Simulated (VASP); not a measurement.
# Bi in VASP: further runs

Aim: see how the results for Bi move with the level of theory and the settings. Levels: PBE, LDA, PBEsol. Tasks: single point.

Everything below comes from runs of VASP 6.6.1. Logs are shortened: lines on timing, memory, paths and dates and some standing lists are left out, and cuts for length are marked.

## (1) The cell of the first run

The cell holds a slab with vacuum, 4 atoms: a = 4.539 Å, b = 4.539 Å, c = 32.743 Å, α = 90.00°, β = 90.00°, γ = 120.00°.

## (2) Single point, PBE

INCAR reads:

```
  PREC = Accurate
  ENCUT = 520
  EDIFF = 1E-6
  ISMEAR = -1
  SIGMA = 0.05
  LREAL = False
  LASPH = True
  NELM = 80
  ALGO = Normal
  ISIF = 2
  LWAVE = False
  LCHARG = False
  GGA = PE
  NBANDS = 38
```

KPOINTS reads:

```
Automatic mesh
0
Gamma
  7 7 1
```

POSCAR reads:

```
Bi
1.0
    4.5390002997      0.0000000000      0.0000000000
   -2.2695001498      3.9308895674      0.0000000000
    0.0000000000      0.0000000000     32.7435000000
Bi
4
Direct
    0.6666666667      0.3333333334      0.2290530945
    0.3333333333      0.6666666666      0.4096843648
    0.6666666667      0.3333333334      0.5903156352
    0.3333333333      0.6666666666      0.7709469055
```

Potentials or basis: VASP PAW PBE potentials, release 64 (Bi_d).

Command:

```bash
$ cat potpaw_PBE.64/Bi_d/POTCAR > POTCAR
$ mpirun -np 1 vasp_std > vasp.out
```

OUTCAR:

```text
PREC = Accurate
   ENCUT = 520
   EDIFF = 1E-6
   ISMEAR = -1
   LREAL = False
   LASPH = True
   NELM = 80
   ISIF = 2
   GGA = PE

 ion  position               nearest neighbor table
   1  0.667  0.333  0.229-
   2  0.333  0.667  0.410-
   3  0.667  0.333  0.590-
   4  0.333  0.667  0.771-

  LATTYP: Found a hexagonal cell.
 ALAT       =     4.5390002997
 C/A-ratio  =     7.2138131390

  Lattice vectors:

 A1 = (   4.5390002997,   0.0000000000,   0.0000000000)
 A2 = (  -2.2695001498,   3.9308895674,   0.0000000000)
 A3 = (   0.0000000000,   0.0000000000,  32.7435000000)

Analysis of symmetry for initial positions (statically):
=====================================================================
 Subroutine PRICEL returns:
 Original cell was already a primitive cell.

 Routine SETGRP: Setting up the symmetry group for a
 hexagonal supercell.

 Subroutine GETGRP returns: Found 12 space group operations
 (whereof 12 operations were pure point group operations)
 out of a pool of 24 trial point group operations.

The static configuration has the point symmetry D_3d.

Analysis of symmetry for dynamics (positions and initial velocities):
=====================================================================
 Subroutine PRICEL returns:
 Original cell was already a primitive cell.

 Routine SETGRP: Setting up the symmetry group for a
 hexagonal supercell.

 Subroutine GETGRP returns: Found 12 space group operations
 (whereof 12 operations were pure point group operations)
 out of a pool of 24 trial point group operations.

The dynamic configuration has the point symmetry D_3d.

 Subroutine INISYM returns: Found 12 space group operations
 (whereof 12 operations are pure point group operations),
 and found     1 'primitive' translations

----------------------------------------------------------------------------------------

                                     Primitive cell

  volume of cell :     584.2196

  direct lattice vectors                    reciprocal lattice vectors
     4.539000300  0.000000000  0.000000000     0.220312830  0.127197672  0.000000000
    -2.269500150  3.930889567  0.000000000     0.000000000  0.254395343  0.000000000
     0.000000000  0.000000000 32.743500000     0.000000000  0.000000000  0.030540413

  length of vectors
     4.539000300  4.539000300 32.743500000     0.254395343  0.254395343  0.030540413

  position of ions in fractional coordinates (direct lattice)
     0.666666667  0.333333333  0.229053095
     0.333333333  0.666666667  0.409684365
     0.666666667  0.333333333  0.590315635
     0.333333333  0.666666667  0.770946905

  ion indices of the primitive-cell ions
   primitive index   ion index
                 1           1
                 2           2
                 3           3
                 4           4

----------------------------------------------------------------------------------------

 KPOINTS: Automatic mesh

Automatic generation of k-mesh.
 Grid dimensions read from file:
 generate k-points for:    7    7    1

 Generating k-lattice:

  Cartesian coordinates                     Fractional coordinates (reciprocal lattice)
     0.031473261  0.018171096  0.000000000     0.142857143  0.000000000  0.000000000
     0.000000000  0.036342192  0.000000000     0.000000000  0.142857143  0.000000000
     0.000000000  0.000000000  0.030540413     0.000000000  0.000000000  1.000000000

  Length of vectors
     0.036342192  0.036342192  0.030540413

  Shift w.r.t. Gamma in fractional coordinates (k-lattice)
     0.000000000  0.000000000  0.000000000

 Subroutine IBZKPT returns following result:
 ===========================================

 Found      8 irreducible k-points:

 Following reciprocal coordinates:
            Coordinates               Weight
  0.000000  0.000000  0.000000      1.000000
  0.142857  0.000000  0.000000      6.000000
  0.285714 -0.000000  0.000000      6.000000
  0.428571  0.000000  0.000000      6.000000
  0.142857  0.142857  0.000000      6.000000
  0.285714  0.142857  0.000000     12.000000
  0.428571  0.142857  0.000000      6.000000
  0.285714  0.285714  0.000000      6.000000
   k-points           NKPTS =      8   k-points in BZ     NKDIM =      8   number of bands    NBANDS=     38
   number of dos      NEDOS =    301   number of ions     NIONS =      4
   total plane-waves  NPLWV = 324000
   dimension x,y,z NGX =    36 NGY =   36 NGZ =  250
   dimension x,y,z NGXF=    72 NGYF=   72 NGZF=  500
   ions per type =               4
   NGX,Y,Z   is equivalent  to a cutoff of  13.19, 13.19, 12.69 a.u.
   NGXF,Y,Z  is equivalent  to a cutoff of  26.37, 26.37, 25.39 a.u.
 SYSTEM =  unknown system
   PREC   = accura    normal or accurate (medium, high low for compatibility)
   ISTART =      0    job   : 0-new  1-cont  2-samecut
   ICHARG =      2    charge: 1-file 2-atom 10-const
   ISPIN  =      1    spin polarized calculation?
   LNONCOLLINEAR =      F non collinear calculations
   LSORBIT =      F    spin-orbit coupling
   LASPH  =      T    aspherical Exc in radial PAW
   ENCUT  =  520.0 eV  38.22 Ry    6.18 a.u.   8.44  8.44 60.88*2*pi/ulx,y,z
   NELM   =     80;   NELMIN=  2; NELMDL= -5     # of ELM steps
   EDIFF  = 0.1E-05   stopping-criterion for ELM
   LREAL  =      F    real-space projection
   EDIFFG = 0.1E-04   stopping-criterion for IOM
   NSW    =      0    number of steps for IOM
   IBRION =     -1    ionic relax: 0-MD 1-quasi-New 2-CG
   NFREE  =      0    steps in history (QN), initial steepest desc. (CG)
   ISIF   =      2    stress and relaxation
   ISYM   =      2    0-nonsym 1-usesym 2-fastsym
   POTIM  = 0.5000    time-step for ionic-motion
   TEBEG  =    0.0;   TEEND  =   0.0 temperature during run
   PSTRESS=    0.0 pullay stress
   NELECT =      60.0000    total number of electrons
   NUPDOWN=      -1.0000    fix difference up-down
   EMIN   =  10.00;   EMAX   =-10.00  energy-range for DOS
   EFERMI =   0.00;   METHOD = LEGACY
   ISMEAR =    -1;   SIGMA  =   0.05  broadening in eV -4-tet -1-fermi 0-gaus
   EFERMI_NEDOS =   21; number of points for ismear=-14 and -15
   IALGO  =     38    algorithm
   IMIX   =      4    mixing-type and parameters
     AMIX     =   0.40;   BMIX     =  1.00
     AMIX_MAG =   1.60;   BMIX_MAG =  1.00
  volume/ion in A,a.u.               =     146.05       985.63
  Fermi-wavevector in a.u.,A,eV,Ry     =   0.766655  1.448768  7.996955  0.587760
  Thomas-Fermi vector in A             =   1.867041
   LORBIT       =      0    0 simple, 1 ext, 2 COOP (PROOUT), +10 PAW based schemes
   GGA     = PE    functional components
   LHFCALC =     F    Hartree Fock is set to
   AEXX    =    0.0000 exact exchange contribution
   IVDW    =     0    specifies the selected vdW correction
   LEPSILON=     F    determine dielectric tensor
   LRPA    =     F    only Hartree local field effects (RPA)
 non-spin polarized calculation
  energy-cutoff  :      520.00
  volume of cell :      584.22
 maximum number of plane-waves:     15803
 NGX is ok and might be reduce to    36
   NGX = 17   NGY = 17   NGZ =121

 number of electron      59.9999991 magnetization

 Free energy of the ion-electron system (eV)
  ---------------------------------------------------
  ext. energy  EPLUGINS =         0.00000000
  ---------------------------------------------------
  free energy    TOTEN  =        -6.53327670 eV

  energy without entropy =       -6.43017807  energy(sigma->0) =       -6.48172739

 E-fermi :  -2.0723     XC(G=0):  -3.9985

 val. band max:       -2.1005953932   @ k =   0.2857   0.1429   0.0000
 cond. band min:      -2.0696637758   @ k =   0.4286   0.0000   0.0000
 fundamental gap:      0.0309316174
 Fermi energy:        -2.0723277467

 k-point     1 :       0.0000    0.0000    0.0000
  band No.  band energies     occupation
      1     -24.9347      2.00000
      2     -24.9347      2.00000
      3     -24.9347      2.00000
      4     -24.9347      2.00000
      5     -24.9295      2.00000
      6     -24.9295      2.00000
[... 30 lines left out ...]
     37       1.0667      0.00000
     38       1.3620      0.00000

 k-point     2 :       0.1429    0.0000    0.0000
  band No.  band energies     occupation
      1     -24.9347      2.00000
      2     -24.9347      2.00000
      3     -24.9334      2.00000
      4     -24.9334      2.00000
      5     -24.9295      2.00000
      6     -24.9294      2.00000
[... 30 lines left out ...]
     37       1.5640      0.00000
     38       1.8429      0.00000

 k-point     3 :       0.2857   -0.0000    0.0000
  band No.  band energies     occupation
      1     -24.9348      2.00000
      2     -24.9348      2.00000
      3     -24.9303      2.00000
      4     -24.9303      2.00000
      5     -24.9295      2.00000
      6     -24.9295      2.00000
[... 30 lines left out ...]
     37       2.2351      0.00000
     38       2.4497      0.00000

 k-point     4 :       0.4286    0.0000    0.0000
  band No.  band energies     occupation
      1     -24.9349      2.00000
      2     -24.9349      2.00000
      3     -24.9296      2.00000
      4     -24.9296      2.00000
      5     -24.9279      2.00000
      6     -24.9279      2.00000
[... 30 lines left out ...]
     37       2.6525      0.00000
     38       2.6682      0.00000

 k-point     5 :       0.1429    0.1429    0.0000
  band No.  band energies     occupation
      1     -24.9344      2.00000
      2     -24.9344      2.00000
      3     -24.9315      2.00000
      4     -24.9315      2.00000
      5     -24.9291      2.00000
      6     -24.9291      2.00000
[... 30 lines left out ...]
     37       2.1021      0.00000
     38       2.3461      0.00000

 k-point     6 :       0.2857    0.1429    0.0000
  band No.  band energies     occupation
      1     -24.9339      2.00000
      2     -24.9339      2.00000
      3     -24.9293      2.00000
      4     -24.9293      2.00000
      5     -24.9287      2.00000
      6     -24.9287      2.00000
[... 30 lines left out ...]
     37       2.8224      0.00000
     38       2.8957      0.00000

 k-point     7 :       0.4286    0.1429    0.0000
  band No.  band energies     occupation
      1     -24.9338      2.00000
      2     -24.9338      2.00000
      3     -24.9285      2.00000
      4     -24.9285      2.00000
      5     -24.9282      2.00000
      6     -24.9282      2.00000
[... 30 lines left out ...]
     37       2.8142      0.00000
     38       2.8625      0.00000

 k-point     8 :       0.2857    0.2857    0.0000
  band No.  band energies     occupation
      1     -24.9319      2.00000
      2     -24.9319      2.00000
      3     -24.9296      2.00000
      4     -24.9296      2.00000
      5     -24.9267      2.00000
      6     -24.9267      2.00000
[... 30 lines left out ...]
     37       3.1263      0.00000
     38       3.1983      0.00000

------------------------ aborting loop because EDIFF is reached ----------------------------------------

  FORCE on cell =-STRESS in cart. coord.  units (eV):
  Direction    XX          YY          ZZ          XY          YZ          ZX
  --------------------------------------------------------------------------------------
  -------------------------------------------------------------------------------------
  Total      -12.6351014    -12.6351014     -0.6334552     -0.0000000     -0.0000000      0.0000000
  in kB      -34.6507916    -34.6507916     -1.7372020     -0.0000000     -0.0000000      0.0000000
  external PRESSURE =     -23.6795950 kB  Pullay stress =       0.0000000 kB

 VOLUME and BASIS-vectors are now :
 -----------------------------------------------------------------------------
  energy-cutoff  :      520.00
  volume of cell :      584.22
      direct lattice vectors                 reciprocal lattice vectors
     4.539000300  0.000000000  0.000000000     0.220312830  0.127197672  0.000000000
    -2.269500150  3.930889567  0.000000000     0.000000000  0.254395343  0.000000000
     0.000000000  0.000000000 32.743500000     0.000000000  0.000000000  0.030540413

 POSITION                                       TOTAL-FORCE (eV/Angst)
 -----------------------------------------------------------------------------------
      2.26950      1.31030      7.50000        -0.000000      0.000000      0.032041
      0.00000      2.62059     13.41450         0.000000      0.000000     -0.000768
      2.26950      1.31030     19.32900        -0.000000     -0.000000      0.000768
      0.00000      2.62059     25.24350         0.000000     -0.000000     -0.032041
 -----------------------------------------------------------------------------------
    total drift:                                0.000000     -0.000000      0.000000

  FREE ENERGIE OF THE ION-ELECTRON SYSTEM (eV)
  ---------------------------------------------------
  free  energy   TOTEN  =        -6.5332767043 eV

  energy  without entropy=       -6.4301780670  energy(sigma->0) =       -6.48172739
```

It took 4.3 min on 1 thread of Intel Xeon Platinum 8259CL at 2.50GHz (Skylake/Cascade Lake), shared host; peak memory 0.65 GiB.

Results:

```
Free energy            : -6.5333 eV
Largest force          : 0.032 eV/Å
Band gap on the k mesh : zero (band 30 reaches -0.68 eV, above the bottom of band 31 at -2.44 eV)
```

Forces on the atoms (eV/Å):
```
Bi   0.000  0.000  0.032
Bi   0.000  0.000 -0.001
Bi   0.000  0.000  0.001
Bi   0.000  0.000 -0.032
```

Levels at points of the mesh, in eV from the Fermi level:
| k point | band 27 | band 28 | band 29 | band 30 | band 31 | band 32 |
| --- | --- | --- | --- | --- | --- | --- |
| (0.00, 0.00, 0.00) | -0.54 | -0.40 | 1.39 | 1.39 | 1.39 | 1.39 |

Caveat: spin-orbit coupling is left out, which moves the levels of the heavy elements.

## (3) Single point, PBE

INCAR reads:

```
SYSTEM = Bi
PREC = Accurate ; ENCUT = 520
EDIFF = 1E-7 ; ISMEAR = -1
SIGMA = 0.05 ; LREAL = .False.
LASPH = .True. ; NELM = 80
ALGO = Normal ; ISIF = 2
LWAVE = .False. ; LCHARG = .False.
GGA = PE ; NBANDS = 38
```

KPOINTS reads:

```
Automatic mesh
0
Gamma
  7 7 1
  0 0 0
```

POSCAR is that of step 2.

Potentials or basis: VASP PAW PBE potentials, release 64 (Bi_d).

Command:

```bash
$ cat potpaw_PBE.64/Bi_d/POTCAR > POTCAR
$ mpirun -np 1 vasp_std > vasp.out
```

It took 5 min on 1 thread of Intel Xeon Platinum 8259CL at 2.50GHz (Skylake/Cascade Lake), shared host; peak memory 0.71 GiB.

Results (log left out):

- Free energy: -6.5333 eV
- Largest force: 0.032 eV/Å
- Band gap on the k mesh: zero (band 30 reaches -0.68 eV, above the bottom of band 31 at -2.44 eV)

Forces in eV/Å, atoms in the order of the input:
```
Bi   0.000  0.000  0.032
Bi   0.000  0.000 -0.001
Bi   0.000  0.000  0.001
Bi   0.000  0.000 -0.032
```

Levels at points of the mesh, in eV from the Fermi level:
```tsv
k point	band 25	band 26	band 27	band 28	band 29	band 30	band 31	band 32	band 33	band 34
(0.00, 0.00, 0.00)	-0.80	-0.69	-0.54	-0.40	1.39	1.39	1.39	1.39	1.40	1.40
```

Caveat: spin-orbit coupling is left out, which moves the levels of the heavy elements.

## (4) Single point, LDA

INCAR reads:

```
PREC     = Accurate       # precision mode
ENCUT    = 520            # plane-wave cutoff, eV
EDIFF    = 1E-7           # SCF threshold, eV
ISMEAR   = -1             # smearing method
SIGMA    = 0.05           # smearing width, eV
LREAL    = False          # projectors in reciprocal space
LASPH    = True           # aspherical terms in the spheres
NELM     = 60             # most SCF steps
ALGO     = Normal         # electronic algorithm
ISIF     = 2              # what is computed and relaxed
LWAVE    = False          # write WAVECAR
LCHARG   = False          # write CHGCAR
NBANDS   = 38             # bands
```

KPOINTS reads:

```
Automatic mesh
0
Gamma
  7 7 1
```

POSCAR is that of step 3.

Potentials or basis: VASP PAW LDA potentials, release 64 (Bi_d).

Command:

```bash
$ cat potpaw_LDA.64/Bi_d/POTCAR > POTCAR
$ mpirun -np 1 vasp_std > vasp.out
```

Wall time 4.5 min (1 thread of Intel Xeon Platinum 8259CL at 2.50GHz (Skylake/Cascade Lake), shared host); peak memory 0.51 GiB.

The run converged. Its results:

| Property | Result |
| --- | --- |
| Free energy | -7.1452 eV |
| Largest force | 0.050 eV/Å |
| Band gap on the k mesh | zero (band 30 reaches -0.97 eV, above the bottom of band 31 at -2.72 eV) |

Forces in eV/Å, atoms in the order of the input:
```
Bi   0.000  0.000  0.050
Bi   0.000  0.000 -0.001
Bi   0.000  0.000  0.001
Bi   0.000  0.000 -0.050
```

Levels at points of the mesh, in eV from the Fermi level:
```tsv
k point	band 27	band 28	band 29	band 30	band 31	band 32
(0.00, 0.00, 0.00)	-0.54	-0.40	1.36	1.36	1.37	1.37
```

Caveat: spin-orbit coupling is left out, which moves the levels of the heavy elements.

## (5) Single point, PBEsol

INCAR reads:

```
PREC = Accurate ; ENCUT = 520
EDIFF = 1E-6 ; ISMEAR = -1
SIGMA = 0.05 ; LREAL = False
LASPH = True ; NELM = 100
ALGO = Normal ; ISIF = 2
LWAVE = False ; LCHARG = True
GGA = PS ; LELF = True
LVHAR = True ; NBANDS = 38
```

KPOINTS reads:

```
regular mesh
0
Gamma
  7 7 1
```

POSCAR is that of step 4.

Potentials or basis: VASP PAW PBE potentials, release 64 (Bi_d).

Command:

```bash
$ cat potpaw_PBE.64/Bi_d/POTCAR > POTCAR
$ mpirun -np 1 vasp_std > vasp.out
```

It took 3.9 min on 1 thread of Intel Xeon Platinum 8259CL at 2.50GHz (Skylake/Cascade Lake), shared host; peak memory 0.7 GiB.

Results (log left out):

- Free energy: -6.8460 eV
- Largest force: 0.039 eV/Å
- Band gap on the k mesh: zero (band 30 reaches -0.78 eV, above the bottom of band 31 at -2.55 eV)

Forces on the atoms (eV/Å):
```
Bi   0.000  0.000  0.039
Bi   0.000  0.000 -0.001
Bi   0.000  0.000  0.001
Bi   0.000  0.000 -0.039
```

Levels at points of the mesh, in eV from the Fermi level:
```tsv
k point	band 27	band 28	band 29	band 30	band 31	band 32
(0.00, 0.00, 0.00)	-0.54	-0.40	1.38	1.38	1.39	1.39
```

Caveat: the PAW data sets were made with another functional, which shifts forces and pressure a little; spin-orbit coupling is left out, which moves the levels of the heavy elements.

(Continued in part 2 of 2.)
